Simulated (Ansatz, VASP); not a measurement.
This is a calculation of Au for VASP 6.6.1.

Contents of INCAR:

```
SYSTEM = Au
ALGO = Fast ; EDIFF = 1E-7
ENCUT = 520 ; GGA = PE
ISIF = 2 ; ISMEAR = -1
LASPH = .TRUE. ; LCHARG = .FALSE.
LREAL = .FALSE. ; LWAVE = .FALSE.
NBANDS = 18 ; NELM = 60
PREC = Accurate ; SIGMA = 0.05
```

KPOINTS

```
k-points
0
G
  10 10 6
  0 0 0
```

POSCAR

```
Au
1.0
    2.8707087448      0.0000000000      0.0000000000
   -0.0132094378      2.8754912702      0.0000000000
   -1.1602089120     -1.2086602150      5.0205878461
Au
2
Direct
    0.6728620000      0.6659620000      0.2740550000
    0.3271380000      0.3340380000      0.7259450000
```

Potentials or basis: VASP PAW PBE potentials, release 64 (Au).

Command:

```bash
$ cat potpaw_PBE.64/Au/POTCAR > POTCAR
$ mpirun -np 1 vasp_std > vasp.out
```

Q: Set up the same calculation for Ansatz 0.2.0. Potentials there: Ansatz PAW.

A: As run (the cutoff follows the program's own potentials):

File input.yaml:

```yaml
crystal:
  lattice:
    - [2.8707087448, 0.0, 0.0]
    - [-0.0132094378, 2.8754912702, 0.0]
    - [-1.160208912, -1.208660215, 5.0205878461]
  atoms:
    - { symbol: Au, position: [0.672862, 0.665962, 0.274055] }
    - { symbol: Au, position: [0.327138, 0.334038, 0.725945] }
hamiltonian:
  xc: pbe
  pseudopotentials: { kind: paw }
kpoints:
  mp_grid: { grid: [10, 10, 6] }
scf:
  occupations: { method: fermi_dirac, width: 0.05 }
output:
  forces: true
  stress: true
  eigenvalues: true
```

Potentials or basis: Ansatz PAW.

Run with:

```console
$ ansatz run input.yaml --threads 2 --pin off --max-ram 5120MiB --backend cpu --events-out ev --progress --plain --runs-dir out
```

Both were run:

|  | VASP | Ansatz | Ansatz less VASP |
| --- | --- | --- | --- |
| gap on the k mesh at the Fermi level (eV) | none | none | - |
| pressure (GPa) | -6.6 | -6.4 | +0.13 |
| traceless stress, the component that is largest in VASP (GPa) | 1.17 | 1.17 | +0.007 |
| rms of the force components (eV/Å) | 0.058 | 0.057 | -0.0013 |

Atom by atom the forces differ by 0.002 eV/Å (rms over components). A gap of «none» marks a metal or a gap that the smearing closes. VASP's potentials hold 22 valence electrons a cell and Ansatz's 38, so a difference there can come from the potentials and not from the codes.

Neither program's run includes spin-orbit coupling.
